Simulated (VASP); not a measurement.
# BiH4 (P4/mmm) in VASP: a series of runs

Runs on BiH4. Level: PBE. Tasks: single point, relaxation of cell and atoms.

All numbers are computed with VASP 6.6.1; they aren't measurements. Logs are shortened: lines on timing, memory, paths and dates and some standing lists are left out, and cuts for length are marked.

**1. The cell of the first run**

Symmetry: P4/mmm, No. 123, tetragonal system. Conventional cell: a = 3.308 Å, b = 3.308 Å, c = 4.395 Å, α = 90.00°, β = 90.00°, γ = 90.00°. Bi (site symmetry 4/mmm) has 14 H at 2.20 to 2.75 Å within 2.9 Å. H (site symmetry 4/mmm) has 4 H at 1.65 Å and 2 Bi at 2.20 Å within 2.2 Å. H (site symmetry 4/mmm) has 4 Bi at 2.34 Å and 20 H at 2.75 to 3.31 Å within 3.4 Å. Within 2.2 Å of H (site symmetry mmm) lie 2 H at 1.65 Å.

The cell was built from a structure type or drawn by symmetry, and may not be a known phase.

**2. Single point, PBE**

INCAR reads:

```
ALGO = Normal ; EDIFF = 1E-6
ENCUT = 520 ; GGA = PE
ISIF = 2 ; ISMEAR = 0
LASPH = True ; LCHARG = True
LELF = True ; LREAL = False
LVHAR = True ; LWAVE = False
NBANDS = 18 ; NELM = 100
PREC = Accurate ; SIGMA = 0.1
```

KPOINTS reads:

```
k-points
0
Gamma
  6 6 4
```

POSCAR reads:

```
BiH4
1.0
    3.3082122969      0.0000000000      0.0000000000
    0.0000000000      3.3082122969      0.0000000000
    0.0000000000      0.0000000000      4.3946181727
Bi H
1 4
Direct
    0.0000000000      0.0000000000      0.0000000000
    0.0000000000      0.0000000000      0.5000000000
    0.5000000000      0.5000000000      0.0000000000
    0.0000000000      0.5000000000      0.5000000000
    0.5000000000      0.0000000000      0.5000000000
```

Potentials or basis: VASP PAW PBE potentials, release 64 (Bi_d, H).

The run is started by

```bash
$ cat potpaw_PBE.64/Bi_d/POTCAR potpaw_PBE.64/H/POTCAR > POTCAR
$ mpirun -np 1 vasp_std > vasp.out
```

OUTCAR:

```text
EDIFF = 1E-6
   ENCUT = 520
   GGA = PE
   ISIF = 2
   ISMEAR = 0
   LASPH = True
   LREAL = False
   NELM = 100
   PREC = Accurate

 ion  position               nearest neighbor table
   1  0.000  0.000  0.000-   2 2.20   2 2.20   3 2.34   3 2.34   3 2.34   3 2.34
   2  0.000  0.000  0.500-   1 2.20   1 2.20
   3  0.500  0.500  0.000-   1 2.34   1 2.34   1 2.34   1 2.34
   4  0.000  0.500  0.500-
   5  0.500  0.000  0.500-

  LATTYP: Found a simple tetragonal cell.
 ALAT       =     3.3082122969
 C/A-ratio  =     1.3283966621

  Lattice vectors:

 A1 = (   3.3082122969,   0.0000000000,   0.0000000000)
 A2 = (   0.0000000000,   3.3082122969,   0.0000000000)
 A3 = (   0.0000000000,   0.0000000000,   4.3946181727)

Analysis of symmetry for initial positions (statically):
=====================================================================
 Subroutine PRICEL returns:
 Original cell was already a primitive cell.

 Routine SETGRP: Setting up the symmetry group for a
 simple tetragonal supercell.

 Subroutine GETGRP returns: Found 16 space group operations
 (whereof 16 operations were pure point group operations)
 out of a pool of 16 trial point group operations.

The static configuration has the point symmetry D_4h.

Analysis of symmetry for dynamics (positions and initial velocities):
=====================================================================
 Subroutine PRICEL returns:
 Original cell was already a primitive cell.

 Routine SETGRP: Setting up the symmetry group for a
 simple tetragonal supercell.

 Subroutine GETGRP returns: Found 16 space group operations
 (whereof 16 operations were pure point group operations)
 out of a pool of 16 trial point group operations.

The dynamic configuration has the point symmetry D_4h.

 Subroutine INISYM returns: Found 16 space group operations
 (whereof 16 operations are pure point group operations),
 and found     1 'primitive' translations

----------------------------------------------------------------------------------------

                                     Primitive cell

  volume of cell :      48.0959

  direct lattice vectors                    reciprocal lattice vectors
     3.308212297  0.000000000  0.000000000     0.302278061  0.000000000  0.000000000
[... 92 lines left out ...]
   EDIFF  = 0.1E-05   stopping-criterion for ELM
   LREAL  =      F    real-space projection
   EDIFFG = 0.1E-04   stopping-criterion for IOM
   NSW    =      0    number of steps for IOM
   IBRION =     -1    ionic relax: 0-MD 1-quasi-New 2-CG
   NFREE  =      0    steps in history (QN), initial steepest desc. (CG)
   ISIF   =      2    stress and relaxation
   ISYM   =      2    0-nonsym 1-usesym 2-fastsym
   POTIM  = 0.5000    time-step for ionic-motion
   TEBEG  =    0.0;   TEEND  =   0.0 temperature during run
   PSTRESS=    0.0 pullay stress
   NELECT =      19.0000    total number of electrons
   NUPDOWN=      -1.0000    fix difference up-down
   EMIN   =  10.00;   EMAX   =-10.00  energy-range for DOS
   EFERMI =   0.00;   METHOD = LEGACY
   ISMEAR =     0;   SIGMA  =   0.10  broadening in eV -4-tet -1-fermi 0-gaus
   EFERMI_NEDOS =   21; number of points for ismear=-14 and -15
   IALGO  =     38    algorithm
   IMIX   =      4    mixing-type and parameters
     AMIX     =   0.40;   BMIX     =  1.00
     AMIX_MAG =   1.60;   BMIX_MAG =  1.00
  volume/ion in A,a.u.               =       9.62        64.91
  Fermi-wavevector in a.u.,A,eV,Ry     =   1.201222  2.269981 19.632324  1.442935
  Thomas-Fermi vector in A             =   2.337037
   LORBIT       =      0    0 simple, 1 ext, 2 COOP (PROOUT), +10 PAW based schemes
   GGA     = PE    functional components
   LHFCALC =     F    Hartree Fock is set to
   AEXX    =    0.0000 exact exchange contribution
   IVDW    =     0    specifies the selected vdW correction
   LEPSILON=     F    determine dielectric tensor
   LRPA    =     F    only Hartree local field effects (RPA)
 non-spin polarized calculation
 Gauss-broadening in eV      SIGMA  =   0.10
  energy-cutoff  :      520.00
  volume of cell :       48.10
 maximum number of plane-waves:      1328
 NGX is ok and might be reduce to    28
   NGX = 13   NGY = 13   NGZ = 17

 number of electron      18.9999999 magnetization

 Free energy of the ion-electron system (eV)
  ---------------------------------------------------
  ext. energy  EPLUGINS =         0.00000000
  ---------------------------------------------------
  free energy    TOTEN  =       -12.40466931 eV

  energy without entropy =      -12.39500808  energy(sigma->0) =      -12.39983869

 E-fermi :   5.2301     XC(G=0):  -9.9485

 val. band max:        5.2074609821   @ k =   0.3333   0.3333   0.2500
 cond. band min:       5.2341173119   @ k =   0.1667   0.0000   0.5000
 fundamental gap:      0.0266563299
 Fermi energy:         5.2300799428

 k-point     1 :       0.0000    0.0000    0.0000
  band No.  band energies     occupation
      1     -18.5132      2.00000
      2     -18.3868      2.00000
      3     -18.2181      2.00000
      4     -18.2171      2.00000
      5     -18.2171      2.00000
      6      -8.8362      2.00000
[... 481 lines left out ...]
      5     -18.1927      2.00000
      6      -5.9054      2.00000
[... 10 lines left out ...]
     17      16.3473      0.00000
     18      17.5575      0.00000

 [... further k-points ...]

------------------------ aborting loop because EDIFF is reached ----------------------------------------

  FORCE on cell =-STRESS in cart. coord.  units (eV):
  Direction    XX          YY          ZZ          XY          YZ          ZX
  --------------------------------------------------------------------------------------
  -------------------------------------------------------------------------------------
  Total       -0.0569405     -0.0569405      0.0062006      0.0000000      0.0000000      0.0000000
  in kB       -1.8968104     -1.8968104      0.2065568      0.0000000      0.0000000      0.0000000
  external PRESSURE =      -1.1956880 kB  Pullay stress =       0.0000000 kB

 VOLUME and BASIS-vectors are now :
 -----------------------------------------------------------------------------
  energy-cutoff  :      520.00
  volume of cell :       48.10
      direct lattice vectors                 reciprocal lattice vectors
     3.308212297  0.000000000  0.000000000     0.302278061  0.000000000  0.000000000
     0.000000000  3.308212297  0.000000000     0.000000000  0.302278061  0.000000000
     0.000000000  0.000000000  4.394618173     0.000000000  0.000000000  0.227551055

 POSITION                                       TOTAL-FORCE (eV/Angst)
 -----------------------------------------------------------------------------------
      0.00000      0.00000      0.00000         0.000000      0.000000      0.000000
      0.00000      0.00000      2.19731         0.000000      0.000000      0.000000
      1.65411      1.65411      0.00000         0.000000      0.000000      0.000000
      0.00000      1.65411      2.19731         0.000000      0.000000      0.000000
      1.65411      0.00000      2.19731         0.000000      0.000000      0.000000
 -----------------------------------------------------------------------------------
    total drift:                               -0.000000     -0.000000     -0.000000

  FREE ENERGIE OF THE ION-ELECTRON SYSTEM (eV)
  ---------------------------------------------------
  free  energy   TOTEN  =       -12.4046693071 eV

  energy  without entropy=      -12.3950080772  energy(sigma->0) =      -12.39983869
```

It took 22 s on 1 thread of Intel Xeon Platinum 8488C (Sapphire Rapids), shared host; peak memory 0.17 GiB.

What came out:

```
Free energy            : -12.4047 eV
Pressure               : -0.1 GPa
Band gap on the k mesh : zero (an odd number of electrons rules out a gap without spin polarisation)
```

Caveat: spin-orbit coupling is left out, which moves the levels of the heavy elements.

[end of part 1 of 4]
